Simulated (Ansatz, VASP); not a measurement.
## K2AgMoF6 in VASP and in Ansatz

```
CELL_PARAMETERS angstrom
0.00000 4.47818 4.47818
4.47818 0.00000 4.47818
4.47818 4.47818 0.00000
ATOMIC_POSITIONS crystal
K 0.25000 0.25000 0.25000
K 0.75000 0.75000 0.75000
Ag 0.50000 0.50000 0.50000
Mo 0.00000 0.00000 0.00000
F 0.23135 0.23135 0.76865
F 0.23135 0.76865 0.76865
F 0.76865 0.76865 0.23135
F 0.23135 0.76865 0.23135
F 0.76865 0.23135 0.76865
F 0.76865 0.23135 0.23135
```

Alike in both runs: task single point; functional PBE; k mesh 6 × 6 × 6; occupations gaussian, width 0.05 eV; collinear spin; Hubbard terms Mo d U = 4.38 eV.

|  | VASP | Ansatz |
| --- | --- | --- |
| version | VASP 6.6.1 | Ansatz 0.2.0 |
| potentials or method | VASP PAW PBE potentials, release 64 (K_sv, Ag, Mo_sv, F), cutoff 520 eV | scalar-relativistic, plane waves, PAW |
| valence electrons in the cell | 85 | 93 |

Ansatz gave:

| Quantity | Value |
| --- | --- |
| gap on the k mesh at the Fermi level (eV) | 2.69 |
| pressure (GPa) | 0.4 |
| rms of the force components (eV/Å) | 0.020 |
| net moment per atom (μB) | 0.30 |
| size of the moment on the site where the two differ most (μB) | 1.75 |

Q: Estimate VASP's values.

A: gap on the k mesh at the Fermi level (eV): 2.50; pressure (GPa): 0.9; rms of the force components (eV/Å): 0.097; net moment per atom (μB): 0.30; size of the moment on the site where the two differ most (μB): 2.71.

Site moments also hang on the region over which each program counts them. The programs project onto different local orbitals, so the same U acts differently, and such runs can settle in different states. Atom by atom the forces differ by 0.077 eV/Å (rms over components). VASP's potentials hold 85 valence electrons a cell and Ansatz's 93, so a difference there can come from the potentials and not from the codes.
